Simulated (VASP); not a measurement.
Wanted: the native input for a VASP 6.6.1 run.

| Quantity | Value |
| --- | --- |
| Task | single point |
| Functional | PBE |
| Potentials or basis | VASP PAW PBE potentials, release 64 (Ba_sv, F) |
| Cutoff | 600 eV |
| k mesh | 8 × 8 × 8 |
| Occupations | fermi-dirac, width 0.03 eV |
| Spin | no spin polarisation |
| Dipole correction | no |
| Further INCAR settings | ALGO = Normal; EDIFF = 1e-06; NBANDS = 19 |

The structure of BaF2 lies in POSCAR:

```
BaF2
1.0
    0.0000000000      3.1000500000      3.1000500000
    3.1000500000      0.0000000000      3.1000500000
    3.1000500000      3.1000500000      0.0000000000
Ba F
1 2
Direct
    0.0000000000      0.0000000000      0.0000000000
    0.2500000000      0.2500000000      0.2500000000
    0.7500000000      0.7500000000      0.7500000000
```

One way to write it, as run:

INCAR

```
  PREC = Accurate
  ENCUT = 600
  EDIFF = 1E-6
  ISMEAR = -1
  SIGMA = 0.03
  LREAL = False
  LASPH = True
  NELM = 120
  ALGO = Normal
  ISIF = 2
  LWAVE = False
  LCHARG = False
  GGA = PE
  NBANDS = 19
  GGA_COMPAT = False
```

KPOINTS

```
Automatic mesh
0
Gamma
  8 8 8
```

Potentials or basis: VASP PAW PBE potentials, release 64 (Ba_sv, F).

The run is started by

```sh
$ cat potpaw_PBE.64/Ba_sv/POTCAR potpaw_PBE.64/F/POTCAR > POTCAR
$ mpirun -np 1 vasp_std > vasp.out
```

It gave:

```yaml
Pressure: 2.3 GPa
Band_gap_on_the_k_mesh: 6.76 eV, indirect (least direct gap 6.84 eV)
```

Caveat: spin-orbit coupling is left out, which moves the levels of the heavy elements.

Wall time 57 s on 1 thread of AMD EPYC 7R13 Processor (Zen 3) (shared host), peak memory 0.18 GiB.
